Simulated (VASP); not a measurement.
# AlN (Pm-3m) in VASP: further runs

AlN is run at these levels: r2SCAN; tasks: single point, relaxation of cell and atoms.

Program: VASP 6.6.1. These are calculated values, not measurements. Logs are shortened: lines on timing, memory, paths and dates and some standing lists are left out, and cuts for length are marked.

## (1) The cell of the first run

The structure is cubic, space group Pm-3m (No. 221). The conventional cell has a = 2.585 Å, b = 2.585 Å, c = 2.585 Å, α = 90.00°, β = 90.00°, γ = 90.00°. Within 3.0 Å of Al (site symmetry m-3m) lie 8 N at 2.24 Å and 6 Al at 2.59 Å. Within 3.0 Å of N (site symmetry m-3m) lie 8 Al at 2.24 Å and 6 N at 2.59 Å.

## (2) Single point, r2SCAN

Input file POSCAR:

```
AlN
1.0
    2.5854596259      0.0000000000      0.0000000000
    0.0000000000      2.5854596259      0.0000000000
    0.0000000000      0.0000000000      2.5854596259
Al N
1 1
Direct
    0.0000000000      0.0000000000      0.0000000000
    0.5000000000      0.5000000000      0.5000000000
```

Input file INCAR.step1:

```
SYSTEM = AlN
PREC = Accurate ; ENCUT = 520
ISMEAR = -1 ; SIGMA = 0.02
LREAL = .FALSE. ; LASPH = .TRUE.
NELM = 80 ; NBANDS = 11
GGA = PE ; ALGO = Normal
EDIFF = 1E-4 ; LWAVE = .TRUE.
LCHARG = .FALSE.
```

Input file INCAR.step2:

```
SYSTEM = AlN
PREC = Accurate ; ENCUT = 520
EDIFF = 1E-7 ; ISMEAR = -1
SIGMA = 0.02 ; LREAL = .FALSE.
LASPH = .TRUE. ; NELM = 80
ALGO = Normal ; ISIF = 2
LWAVE = .FALSE. ; LCHARG = .TRUE.
METAGGA = R2SCAN ; LMIXTAU = .TRUE.
LELF = .TRUE. ; LVHAR = .TRUE.
NBANDS = 11 ; ISTART = 1
```

Input file KPOINTS:

```
regular mesh
0
G
  8 8 8
  0 0 0
```

Potentials or basis: VASP PAW PBE potentials, release 64 (Al, N).

Run with:

```console
cat potpaw_PBE.64/Al/POTCAR potpaw_PBE.64/N/POTCAR > POTCAR
cp INCAR.step1 INCAR
mpirun -np 1 vasp_std > vasp.out
cp INCAR.step2 INCAR
mpirun -np 1 vasp_std > vasp.out
```

OUTCAR:

```text
SYSTEM = AlN
   PREC = Accurate
   ENCUT = 520
   EDIFF = 1E-7
   ISMEAR = -1
   LREAL = .FALSE.
   LASPH = .TRUE.
   NELM = 80
   ISIF = 2
   METAGGA = R2SCAN
   ISTART = 1

 ion  position               nearest neighbor table
   1  0.000  0.000  0.000-   2 2.24   2 2.24   2 2.24   2 2.24   2 2.24   2 2.24   2 2.24   2 2.24

   2  0.500  0.500  0.500-   1 2.24   1 2.24   1 2.24   1 2.24   1 2.24   1 2.24   1 2.24   1 2.24

  LATTYP: Found a simple cubic cell.
 ALAT       =     2.5854596259

  Lattice vectors:

 A1 = (   2.5854596259,   0.0000000000,   0.0000000000)
 A2 = (   0.0000000000,   2.5854596259,   0.0000000000)
 A3 = (   0.0000000000,   0.0000000000,   2.5854596259)

Analysis of symmetry for initial positions (statically):
=====================================================================
 Subroutine PRICEL returns:
 Original cell was already a primitive cell.

 Routine SETGRP: Setting up the symmetry group for a
 simple cubic supercell.

 Subroutine GETGRP returns: Found 48 space group operations
 (whereof 48 operations were pure point group operations)
 out of a pool of 48 trial point group operations.

The static configuration has the point symmetry O_h .

Analysis of symmetry for dynamics (positions and initial velocities):
=====================================================================
 Subroutine PRICEL returns:
 Original cell was already a primitive cell.

 Routine SETGRP: Setting up the symmetry group for a
 simple cubic supercell.

 Subroutine GETGRP returns: Found 48 space group operations
 (whereof 48 operations were pure point group operations)
 out of a pool of 48 trial point group operations.

The dynamic configuration has the point symmetry O_h .

 Subroutine INISYM returns: Found 48 space group operations
 (whereof 48 operations are pure point group operations),
 and found     1 'primitive' translations

----------------------------------------------------------------------------------------

                                     Primitive cell

  volume of cell :      17.2828

  direct lattice vectors                    reciprocal lattice vectors
     2.585459626  0.000000000  0.000000000     0.386778424  0.000000000  0.000000000
     0.000000000  2.585459626  0.000000000     0.000000000  0.386778424  0.000000000
     0.000000000  0.000000000  2.585459626     0.000000000  0.000000000  0.386778424

  length of vectors
     2.585459626  2.585459626  2.585459626     0.386778424  0.386778424  0.386778424

  position of ions in fractional coordinates (direct lattice)
     0.000000000  0.000000000  0.000000000
     0.500000000  0.500000000  0.500000000

  ion indices of the primitive-cell ions
   primitive index   ion index
                 1           1
                 2           2

----------------------------------------------------------------------------------------

 KPOINTS: regular mesh

Automatic generation of k-mesh.
 Grid dimensions read from file:
 generate k-points for:    8    8    8

 Generating k-lattice:

  Cartesian coordinates                     Fractional coordinates (reciprocal lattice)
     0.048347303  0.000000000  0.000000000     0.125000000  0.000000000  0.000000000
     0.000000000  0.048347303  0.000000000     0.000000000  0.125000000  0.000000000
     0.000000000  0.000000000  0.048347303     0.000000000  0.000000000  0.125000000

  Length of vectors
     0.048347303  0.048347303  0.048347303

  Shift w.r.t. Gamma in fractional coordinates (k-lattice)
     0.000000000  0.000000000  0.000000000

 Subroutine IBZKPT returns following result:
 ===========================================

 Found     35 irreducible k-points:

 Following reciprocal coordinates:
            Coordinates               Weight
  0.000000  0.000000  0.000000      1.000000
  0.125000  0.000000  0.000000      6.000000
  0.250000  0.000000  0.000000      6.000000
  0.375000  0.000000  0.000000      6.000000
  0.500000  0.000000  0.000000      3.000000
  0.125000  0.125000  0.000000     12.000000
[... 16 lines left out ...]
  0.375000  0.375000  0.125000     24.000000
  0.500000  0.375000  0.125000     24.000000
 [... further k-points ...]
   k-points           NKPTS =     35   k-points in BZ     NKDIM =     35   number of bands    NBANDS=     11
   number of dos      NEDOS =    301   number of ions     NIONS =      2
   total plane-waves  NPLWV =   8000
   dimension x,y,z NGX =    20 NGY =   20 NGZ =   20
   dimension x,y,z NGXF=    40 NGYF=   40 NGZF=   40
   ions per type =               1   1
   NGX,Y,Z   is equivalent  to a cutoff of  12.86, 12.86, 12.86 a.u.
   NGXF,Y,Z  is equivalent  to a cutoff of  25.72, 25.72, 25.72 a.u.
 SYSTEM =  AlN
   PREC   = accura    normal or accurate (medium, high low for compatibility)
   ISTART =      1    job   : 0-new  1-cont  2-samecut
   ICHARG =      0    charge: 1-file 2-atom 10-const
   ISPIN  =      1    spin polarized calculation?
   LNONCOLLINEAR =      F non collinear calculations
   LSORBIT =      F    spin-orbit coupling
   LASPH  =      T    aspherical Exc in radial PAW
   ENCUT  =  520.0 eV  38.22 Ry    6.18 a.u.   4.81  4.81  4.81*2*pi/ulx,y,z
   NELM   =     80;   NELMIN=  2; NELMDL=  0     # of ELM steps
   EDIFF  = 0.1E-06   stopping-criterion for ELM
   LREAL  =      F    real-space projection
   EDIFFG = 0.1E-05   stopping-criterion for IOM
   NSW    =      0    number of steps for IOM
   IBRION =     -1    ionic relax: 0-MD 1-quasi-New 2-CG
   NFREE  =      0    steps in history (QN), initial steepest desc. (CG)
   ISIF   =      2    stress and relaxation
   ISYM   =      2    0-nonsym 1-usesym 2-fastsym
   POTIM  = 0.5000    time-step for ionic-motion
   TEBEG  =    0.0;   TEEND  =   0.0 temperature during run
   PSTRESS=    0.0 pullay stress
   NELECT =       8.0000    total number of electrons
   NUPDOWN=      -1.0000    fix difference up-down
   EMIN   =  10.00;   EMAX   =-10.00  energy-range for DOS
   EFERMI =   0.00;   METHOD = LEGACY
   ISMEAR =    -1;   SIGMA  =   0.02  broadening in eV -4-tet -1-fermi 0-gaus
   EFERMI_NEDOS =   21; number of points for ismear=-14 and -15
   IALGO  =     38    algorithm
   IMIX   =      4    mixing-type and parameters
     AMIX     =   0.40;   BMIX     =  1.00
     AMIX_MAG =   1.60;   BMIX_MAG =  1.00
  volume/ion in A,a.u.               =       8.64        58.31
  Fermi-wavevector in a.u.,A,eV,Ry     =   1.266389  2.393128 21.820216  1.603741
  Thomas-Fermi vector in A             =   2.399592
   LORBIT       =      0    0 simple, 1 ext, 2 COOP (PROOUT), +10 PAW based schemes
   METAGGA = R2SCAN    functional components
   LHFCALC =     F    Hartree Fock is set to
   AEXX    =    0.0000 exact exchange contribution
   IVDW    =     0    specifies the selected vdW correction
   LEPSILON=     F    determine dielectric tensor
   LRPA    =     F    only Hartree local field effects (RPA)
 non-spin polarized calculation
  energy-cutoff  :      520.00
  volume of cell :       17.28
 maximum number of plane-waves:       480
 NGX is ok and might be reduce to    20
   NGX =  9   NGY =  9   NGZ =  9

 number of electron       7.9999999 magnetization

 Free energy of the ion-electron system (eV)
  ---------------------------------------------------
  ext. energy  EPLUGINS =         0.00000000
  ---------------------------------------------------
  free energy    TOTEN  =       -15.40195447 eV

  energy without entropy =      -15.40081966  energy(sigma->0) =      -15.40138707

 E-fermi :  11.2917     XC(G=0): -12.9401

 val. band max:       11.2738040822   @ k =   0.5000   0.3750   0.0000
 cond. band min:      11.3095310185   @ k =   0.3750   0.3750   0.0000
 fundamental gap:      0.0357269362
 Fermi energy:        11.2916966174

 k-point     1 :       0.0000    0.0000    0.0000
  band No.  band energies     occupation
      1      -8.4385      2.00000
      2       9.4431      2.00000
      3       9.4431      2.00000
      4       9.4431      2.00000
      5      12.6728      0.00000
      6      17.8675      0.00000
      7      17.8675      0.00000
      8      28.4607      0.00000
      9      28.4607      0.00000
     10      28.4607      0.00000
     11      35.3518      0.00000

 k-point     2 :       0.1250    0.0000    0.0000
  band No.  band energies     occupation
      1      -8.1655      2.00000
      2       7.3799      2.00000
      3       9.5849      2.00000
      4       9.5849      2.00000
      5      13.6462      0.00000
      6      18.2047      0.00000
      7      19.0358      0.00000
      8      27.8189      0.00000
      9      27.8189      0.00000
     10      28.5308      0.00000
     11      34.4867      0.00000

 k-point     3 :       0.2500    0.0000    0.0000
  band No.  band energies     occupation
      1      -7.3915      2.00000
      2       4.2325      2.00000
      3       9.9522      2.00000
      4       9.9522      2.00000
      5      14.7594      0.00000
      6      19.1918      0.00000
      7      20.4371      0.00000
      8      26.2226      0.00000
      9      26.2226      0.00000
     10      29.9008      0.00000
     11      31.7165      0.00000

 k-point     4 :       0.3750    0.0000    0.0000
  band No.  band energies     occupation
      1      -6.3302      2.00000
      2       1.5863      2.00000
      3      10.3637      2.00000
      4      10.3637      2.00000
      5      15.8439      0.00000
      6      20.1745      0.00000
      7      20.6844      0.00000
      8      24.6792      0.00000
      9      24.6792      0.00000
     10      28.0684      0.00000
     11      33.3726      0.00000

 k-point     5 :       0.5000    0.0000    0.0000
  band No.  band energies     occupation
      1      -5.7080      2.00000
      2       0.4186      2.00000
      3      10.5505      2.00000
      4      10.5505      2.00000
      5      16.4608      0.00000
      6      19.6541      0.00000
      7      21.7609      0.00000
      8      24.0603      0.00000
      9      24.0603      0.00000
     10      26.2720      0.00000
     11      33.3289      0.00000
[... 211 lines left out ...]
 k-point    21 :       0.3750    0.2500    0.1250
  band No.  band energies     occupation
      1      -5.1695      2.00000
      2       2.8987      2.00000
      3       6.3062      2.00000
      4       9.5472      2.00000
      5      15.3161      0.00000
      6      18.4620      0.00000
      7      19.9082      0.00000
      8      25.2554      0.00000
      9      27.6923      0.00000
     10      28.7349      0.00000
     11      31.7239      0.00000

 k-point    22 :       0.5000    0.2500    0.1250
  band No.  band energies     occupation
      1      -4.6154      2.00000
      2       1.8361      2.00000
      3       6.7429      2.00000
      4       9.8431      2.00000
      5      14.4410      0.00000
      6      18.6472      0.00000
      7      19.4511      0.00000
      8      26.3935      0.00000
      9      26.7727      0.00000
     10      28.9142      0.00000
     11      31.3868      0.00000

 k-point    23 :       0.3750    0.3750    0.1250
  band No.  band energies     occupation
      1      -4.2781      2.00000
      2       3.7433      2.00000
      3       4.1874      2.00000
      4      10.1162      2.00000
      5      12.6995      0.00000
      6      19.0844      0.00000
      7      20.0500      0.00000
      8      25.0806      0.00000
      9      27.5261      0.00000
     10      28.6971      0.00000
     11      30.6654      0.00000

 k-point    24 :       0.5000    0.3750    0.1250
  band No.  band energies     occupation
      1      -3.7874      2.00000
      2       2.9671      2.00000
      3       4.5551      2.00000
      4      10.3919      2.00000
      5      11.5618      0.00000
      6      19.3845      0.00000
      7      19.8188      0.00000
      8      25.5776      0.00000
      9      26.9199      0.00000
     10      28.8414      0.00000
     11      29.6004      0.00000

 [... further k-points ...]
[... 5 lines left out ...]
  --------------------------------------------------------------------------------------
  -------------------------------------------------------------------------------------
  Total       -0.0707110     -0.0707110     -0.0707110      0.0000000      0.0000000      0.0000000
  in kB       -6.5551708     -6.5551708     -6.5551708      0.0000000      0.0000000      0.0000000
  external PRESSURE =      -6.5551708 kB  Pullay stress =       0.0000000 kB

 VOLUME and BASIS-vectors are now :
 -----------------------------------------------------------------------------
  energy-cutoff  :      520.00
  volume of cell :       17.28
      direct lattice vectors                 reciprocal lattice vectors
     2.585459626  0.000000000  0.000000000     0.386778424  0.000000000  0.000000000
     0.000000000  2.585459626  0.000000000     0.000000000  0.386778424  0.000000000
     0.000000000  0.000000000  2.585459626     0.000000000  0.000000000  0.386778424

 POSITION                                       TOTAL-FORCE (eV/Angst)
 -----------------------------------------------------------------------------------
      0.00000      0.00000      0.00000         0.000000      0.000000      0.000000
      1.29273      1.29273      1.29273         0.000000      0.000000      0.000000
 -----------------------------------------------------------------------------------
    total drift:                                0.000000      0.000000      0.000000

  FREE ENERGIE OF THE ION-ELECTRON SYSTEM (eV)
  ---------------------------------------------------
  free  energy   TOTEN  =       -15.4019544721 eV

  energy  without entropy=      -15.4008196596  energy(sigma->0) =      -15.40138707
```

Wall time 27 s (1 thread of Intel Xeon Platinum 8259CL at 2.50GHz (Skylake/Cascade Lake), shared host); peak memory 0.13 GiB.

Results:

* Free energy: -15.4020 eV
* Pressure: -0.7 GPa
* Band gap on the k mesh: zero (band 4 reaches 11.31 eV, above the bottom of band 5 at 10.65 eV)

Caveat: the PAW data sets were made with another functional, which shifts forces and pressure a little.

## (3) Relaxation of cell and atoms, r2SCAN

This run uses another cell than the first one, of 8.92 Å³/atom, 1.032 times its volume.

Input file POSCAR:

```
AlN
1.0
    2.6128621451      0.0000000000      0.0000000000
    0.0000000000      2.6128621451      0.0000000000
    0.0000000000      0.0000000000      2.6128621451
Al N
1 1
Direct
    0.0000000000      0.0000000000      0.0000000000
    0.5000000000      0.5000000000      0.5000000000
```

Input file INCAR.step1:

```
SYSTEM = AlN
PREC     = Accurate       ! precision mode
ENCUT    = 600            ! plane-wave cutoff, eV
ISMEAR   = -1             ! smearing method
SIGMA    = 0.02           ! smearing width, eV
LREAL    = .FALSE.        ! projectors in reciprocal space
LASPH    = .TRUE.         ! aspherical terms in the spheres
NELM     = 80             ! most SCF steps
GGA      = PE             ! functional
ALGO     = Normal         ! electronic algorithm
EDIFF    = 1E-4           ! SCF threshold, eV
LWAVE    = .TRUE.         ! write WAVECAR
LCHARG   = .FALSE.        ! write CHGCAR
```

Input file INCAR.step2:

```
SYSTEM = AlN
PREC     = Accurate       ! precision mode
ENCUT    = 600            ! plane-wave cutoff, eV
EDIFF    = 1E-6           ! SCF threshold, eV
ISMEAR   = -1             ! smearing method
SIGMA    = 0.02           ! smearing width, eV
LREAL    = .FALSE.        ! projectors in reciprocal space
LASPH    = .TRUE.         ! aspherical terms in the spheres
NELM     = 80             ! most SCF steps
ALGO     = Normal         ! electronic algorithm
ISIF     = 3              ! what is computed and relaxed
LWAVE    = .FALSE.        ! write WAVECAR
LCHARG   = .FALSE.        ! write CHGCAR
METAGGA  = R2SCAN         ! meta-GGA
LMIXTAU  = .TRUE.       
IBRION   = 2              ! ionic algorithm
NSW      = 80             ! ionic steps
EDIFFG   = -0.005         ! ionic threshold
ISTART   = 1
```

Input file KPOINTS:

```
Automatic mesh
0
G
  8 8 8
  0 0 0
```

Potentials or basis: VASP PAW PBE potentials, release 64 (Al, N).

Run with:

```console
cat potpaw_PBE.64/Al/POTCAR potpaw_PBE.64/N/POTCAR > POTCAR
cp INCAR.step1 INCAR
mpirun -np 1 vasp_std > vasp.out
cp INCAR.step2 INCAR
mpirun -np 1 vasp_std > vasp.out
```

Wall time 42 s (1 thread of Intel Xeon Platinum 8259CL at 2.50GHz (Skylake/Cascade Lake), shared host); peak memory 0.14 GiB.

It converged, with:

* Free energy: -15.4027 eV
* Relaxed volume: 8.62 Å³/atom
* Relaxed cell: a = 2.583 Å, b = 2.583 Å, c = 2.583 Å, α = 90.00°, β = 90.00°, γ = 90.00°
* Space group after relaxing (to 0.05 Å): Pm-3m (No. 221)
* Energy gained by relaxing: 6.7 meV/atom
* Ionic steps: 3
* Pressure after relaxing: 0.0 GPa
* Band gap on the k mesh: zero (band 4 reaches 11.35 eV, above the bottom of band 5 at 10.70 eV)

Step by step:
```csv
step,energy change (eV),largest force (eV/Å),pressure (GPa),volume (Å³)
1,0.0000,0.0000,-6.92,17.84
2,-0.0079,0.0000,4.91,16.86
3,-0.0135,0.0000,0.03,17.23
```

Final structure:
```
CELL_PARAMETERS angstrom
2.58299 0.00000 0.00000
0.00000 2.58299 0.00000
0.00000 0.00000 2.58299
ATOMIC_POSITIONS crystal
Al 0.00000 0.00000 0.00000
N 0.50000 0.50000 0.50000
```

Levels at points of the mesh, in eV from the Fermi level:
```tsv
k point	band 1	band 2	band 3	band 4	band 5	band 6	band 7	band 8
(0.00, 0.00, 0.00)	-19.76	-1.85	-1.85	-1.85	1.41	6.57	6.57	17.21
(0.50, 0.00, 0.00)	-17.02	-10.90	-0.75	-0.75	5.19	8.39	10.47	12.79
(0.50, 0.50, 0.00)	-14.86	-7.94	-7.94	-1.29	0.40	10.49	10.49	12.87
(0.50, 0.50, 0.50)	-12.94	-5.53	-5.53	-5.53	1.62	1.62	1.62	8.90
```

Caveat: the PAW data sets were made with another functional, which shifts forces and pressure a little.
